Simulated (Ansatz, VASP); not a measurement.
**Two plane-wave programs on CaSe**

```
Ca Se
1.0
     0.00000    2.98991    2.98991
     2.98991    0.00000    2.98991
     2.98991    2.98991    0.00000
Ca Se
1 1
Direct
  0.00000 0.00000 0.00000
  0.50000 0.50000 0.50000
```

Change from the starting cell: volume scaled by 1.02, PAW files.

Alike in both runs: task electric field gradients; functional LDA; k mesh 9 × 9 × 9; occupations fermi-dirac, width 0.03 eV; no spin polarisation.

```csv
,VASP,Ansatz
version,VASP 6.6.1,Ansatz 0.2.0
potentials or method,"VASP PAW LDA potentials, release 64 (Ca_sv, Se)","PAW with Ansatz's default frozen-core files, scalar-relativistic"
plane-wave cutoff (eV),520,420
valence electrons in the cell,16,26
```

|  | VASP | Ansatz | Ansatz less VASP |
| --- | --- | --- | --- |
| gap on the k mesh at the Fermi level (eV) | 1.97 | 1.99 | +0.015 |
| pressure (GPa) | -4.3 | -4.5 | -0.19 |

LDA's correlation is that of Perdew and Zunger in VASP and of Perdew and Wang (1992) in Ansatz. VASP's potentials hold 16 valence electrons a cell and Ansatz's 26, so a difference there can come from the potentials and not from the codes.
